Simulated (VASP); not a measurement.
PbO: single point with PBE

PbO:

```
CELL_PARAMETERS angstrom
4.27824 0.00000 0.00000
-2.13912 3.70506 0.00000
0.00000 0.00000 6.20180
ATOMIC_POSITIONS crystal
Pb 0.66667 0.33333 0.00513
Pb 0.33333 0.66667 0.50513
O 0.66667 0.33333 0.62007
O 0.33333 0.66667 0.12007
```

```json
{"Program": "VASP 6.6.1", "Task": "single point", "Functional": "PBE", "Potentials or basis": "VASP PAW PBE potentials, release 64 (Pb_d, O)", "Cutoff": "520 eV", "k mesh": "10 × 10 × 6", "Occupations": "gaussian, width 0.05 eV", "Spin": "no spin polarisation"}
```

* Pressure: -4.4 GPa
* Largest force: 0.004 eV/Å
* Band gap on the k mesh: 1.94 eV (least direct gap 2.40 eV)

Forces on the atoms (eV/Å):
```
Pb   0.000  0.000  0.004
Pb   0.000  0.000  0.004
O    0.000  0.000 -0.004
O    0.000  0.000 -0.004
```

Stress tensor (GPa, compression positive):
```
-4.46  0.00  0.00
 0.00 -4.46  0.00
 0.00  0.00 -4.29
```

Levels at points of the mesh, in eV from the valence-band top:
```tsv
k point	band 16	band 17	band 18	band 19	band 20	band 21	band 22	band 23	band 24	band 25
(0.00, 0.00, 0.00)	-2.22	-2.22	-1.71	-1.64	-1.64	3.32	4.59	4.59	5.18	5.18
(0.50, 0.00, 0.00)	-2.85	-2.47	-1.96	-0.81	-0.39	2.17	2.88	4.46	5.31	5.32
(0.00, 0.00, 0.50)	-1.93	-1.93	-1.93	-1.48	-1.48	3.37	3.37	4.79	4.79	4.79
(0.50, 0.00, 0.50)	-2.42	-2.35	-2.35	-0.75	-0.75	1.98	1.98	4.79	4.79	5.25
```

Wall time 58 s on 1 thread of Intel(R) Xeon(R) 6975P-C (Granite Rapids), on a shared host, peak memory 0.29 GiB.

Caveat: the cell stands under tension; spin-orbit coupling is left out, which moves the levels of the heavy elements. A k mesh can miss the band edges.
